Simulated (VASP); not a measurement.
Set up this calculation in VASP 6.6.1, as the native input.

```
Task                   : single point
Functional             : r2SCAN
Potentials or basis    : VASP PAW PBE potentials, release 64 (Si, C)
Cutoff                 : 520 eV
k mesh                 : 6 × 9 × 3
Occupations            : gaussian, width 0.05 eV
Spin                   : no spin polarisation
Dipole correction      : no
Further INCAR settings : ALGO = Normal; EDIFF = 1e-06; NBANDS = 36
```

The system is SiC.

```
Si C
1.0
     4.34800    0.00000    0.00000
     0.00000    2.17400   -2.17400
     0.00000    6.52200    6.52200
Si C
6 6
Direct
  0.00000 0.00000 0.00000
  0.50000 0.50000 0.16667
  0.00000 0.00000 0.33333
  0.50000 0.50000 0.50000
  0.00000 0.00000 0.66667
  0.50000 0.50000 0.83333
  0.75000 0.00000 0.50000
  0.25000 0.50000 0.66667
  0.75000 0.00000 0.83333
  0.25000 0.50000 0.00000
  0.75000 0.00000 0.16667
  0.25000 0.50000 0.33333
```

The input as run:

POSCAR

```
SiC
1.0
    4.3480000000      0.0000000000      0.0000000000
    0.0000000000      2.1740000000     -2.1740000000
    0.0000000000      6.5220000000      6.5220000000
Si C
6 6
Direct
    0.0000000000      0.0000000000      0.0000000000
    0.5000000000      0.5000000000      0.1666666667
    0.0000000000      0.0000000000      0.3333333333
    0.5000000000      0.5000000000      0.5000000000
    0.0000000000      0.0000000000      0.6666666667
    0.5000000000      0.5000000000      0.8333333333
    0.7500000000      0.0000000000      0.5000000000
    0.2500000000      0.5000000000      0.6666666667
    0.7500000000      0.0000000000      0.8333333333
    0.2500000000      0.5000000000      1.0000000000
    0.7500000000      0.0000000000      0.1666666667
    0.2500000000      0.5000000000      0.3333333333
```

INCAR.step1

```
ALGO = Normal ; EDIFF = 1E-4
ENCUT = 520 ; GGA = PE
ISMEAR = 0 ; LASPH = T
LCHARG = F ; LREAL = F
LWAVE = T ; NBANDS = 36
NELM = 60 ; PREC = Accurate
SIGMA = 0.05
```

INCAR.step2

```
ALGO = Normal ; EDIFF = 1E-6
ENCUT = 520 ; ISIF = 2
ISMEAR = 0 ; ISTART = 1
LASPH = T ; LCHARG = T
LELF = T ; LMIXTAU = T
LREAL = F ; LVHAR = T
LWAVE = F ; METAGGA = R2SCAN
NBANDS = 36 ; NELM = 60
PREC = Accurate ; SIGMA = 0.05
```

KPOINTS

```
k-points
0
Gamma
  6 9 3
```

Potentials or basis: VASP PAW PBE potentials, release 64 (Si, C).

The run is started by

```bash
$ cat potpaw_PBE.64/Si/POTCAR potpaw_PBE.64/C/POTCAR > POTCAR
$ cp INCAR.step1 INCAR
$ mpirun -np 1 vasp_std > vasp.out
$ cp INCAR.step2 INCAR
$ mpirun -np 1 vasp_std > vasp.out
```

Results of the run:

```json
{
  "Pressure": "1.1 GPa",
  "Band gap on the k mesh": "1.72 eV"
}
```

Caveat: the PAW data sets were made with another functional, which shifts forces and pressure a little.

Run time: 7 min on 1 thread of Intel(R) Xeon(R) Platinum 8259CL CPU @ 2.50GHz (Skylake/Cascade Lake) (shared host), peak memory 0.3 GiB.
